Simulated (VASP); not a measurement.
**Cd3O: single point with PBE**

Cd3O:

```
Cd O
1.0
    -2.07179    2.07179    4.62790
     2.07179   -2.07179    4.62790
     2.07179    2.07179   -4.62790
Cd O
3 1
Direct
  0.50000 0.50000 0.00000
  0.25000 0.75000 0.50000
  0.75000 0.25000 0.50000
  0.00000 0.00000 0.00000
```

```yaml
Program: VASP 6.6.1
Task: single point
Functional: PBE
Potentials_or_basis: VASP PAW PBE potentials, release 64 (Cd, O)
Cutoff: 520 eV
k_mesh: 6 × 6 × 6
Occupations: gaussian, width 0.1 eV
Spin: no spin polarisation
Dipole_correction: no
Further_INCAR_settings: ALGO = Normal; EDIFF = 1e-07; NBANDS = 29
```

```json
{"Pressure": "-4.6 GPa", "Band gap on the k mesh": "zero (band 21 reaches 3.43 eV, above the bottom of band 22 at 1.54 eV)"}
```

Stress tensor (GPa, compression positive):
```
-4.99  0.00  0.00
 0.00 -4.99  0.00
 0.00  0.00 -3.83
```

Levels at points of the mesh, in eV from the Fermi level:
| k point | band 17 | band 18 | band 19 | band 20 | band 21 | band 22 | band 23 | band 24 | band 25 | band 26 |
| --- | --- | --- | --- | --- | --- | --- | --- | --- | --- | --- |
| (0.00, 0.00, 0.00) | -6.64 | -2.41 | -1.60 | -1.60 | 1.60 | 1.68 | 2.83 | 2.83 | 4.15 | 5.69 |
| (0.50, 0.00, 0.00) | -5.28 | -3.95 | -2.32 | -1.32 | -0.24 | 1.22 | 1.76 | 4.35 | 6.34 | 6.96 |
| (0.50, 0.50, 0.00) | -3.48 | -2.87 | -2.64 | -2.60 | -0.61 | 0.15 | 0.41 | 2.68 | 3.24 | 5.11 |
| (0.50, 0.50, 0.50) | -6.41 | -3.52 | -1.97 | -1.97 | -0.50 | 2.62 | 2.62 | 3.40 | 6.93 | 8.47 |

Wall time 110 s on 1 thread of Intel(R) Xeon(R) Platinum 8488C (Sapphire Rapids), on a shared host, peak memory 0.28 GiB.
